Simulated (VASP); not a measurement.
RhCl2: single point with PBE

Crystal: RhCl2.

```
CELL_PARAMETERS angstrom
5.68997 0.00000 0.00000
0.00000 5.68997 0.00000
0.00000 0.00000 3.72837
ATOMIC_POSITIONS crystal
Rh 0.00000 0.00000 0.00000
Rh 0.50000 0.50000 0.50000
Cl 0.30262 0.30262 0.00000
Cl 0.69738 0.69738 0.00000
Cl 0.19738 0.80262 0.50000
Cl 0.80262 0.19738 0.50000
```

```yaml
Program: VASP 6.6.1
Task: single point
Functional: PBE
Potentials_or_basis: VASP PAW PBE potentials, release 64 (Rh_pv, Cl)
Cutoff: 520 eV
k_mesh: 4 × 4 × 6
Occupations: fermi-dirac, width 0.1 eV
Spin: no spin polarisation
```

* Pressure: -0.7 GPa
* Largest force: 0.063 eV/Å
* Band gap on the k mesh: zero (band 29 reaches 5.70 eV, above the bottom of band 30 at 4.45 eV)

Forces in eV/Å, atoms in the order of the input:
```
Rh   0.000  0.000  0.000
Rh   0.000  0.000  0.000
Cl   0.045  0.045  0.000
Cl  -0.045 -0.045  0.000
Cl  -0.045  0.045  0.000
Cl   0.045 -0.045  0.000
```

Stress tensor (GPa, compression positive):
```
-0.57  0.00  0.00
 0.00 -0.57  0.00
 0.00  0.00 -0.88
```

Levels at points of the mesh, in eV from the Fermi level:
| k point | band 26 | band 27 | band 28 | band 29 | band 30 | band 31 | band 32 | band 33 |
| --- | --- | --- | --- | --- | --- | --- | --- | --- |
| (0.00, 0.00, 0.00) | -1.92 | -1.69 | -0.88 | -0.25 | 1.07 | 1.07 | 2.00 | 3.73 |
| (0.50, 0.00, 0.00) | -1.47 | -0.86 | -0.86 | 0.72 | 0.72 | 0.82 | 0.82 | 5.70 |
| (0.50, 0.50, 0.00) | -1.91 | -0.56 | -0.56 | 0.14 | 0.14 | 1.05 | 1.05 | 6.37 |
| (0.00, 0.00, 0.50) | -1.15 | -0.75 | -0.75 | 0.04 | 0.04 | 0.33 | 0.33 | 6.15 |
| (0.50, 0.00, 0.50) | -1.55 | -0.71 | -0.71 | -0.53 | -0.53 | 1.67 | 1.67 | 6.64 |
| (0.50, 0.50, 0.50) | -1.34 | -1.18 | -1.18 | 0.35 | 0.35 | 0.50 | 0.50 | 4.96 |

It took 44 s on 1 thread of Intel(R) Xeon(R) 6975P-C (Granite Rapids), with other jobs on the host, peak memory 0.25 GiB.
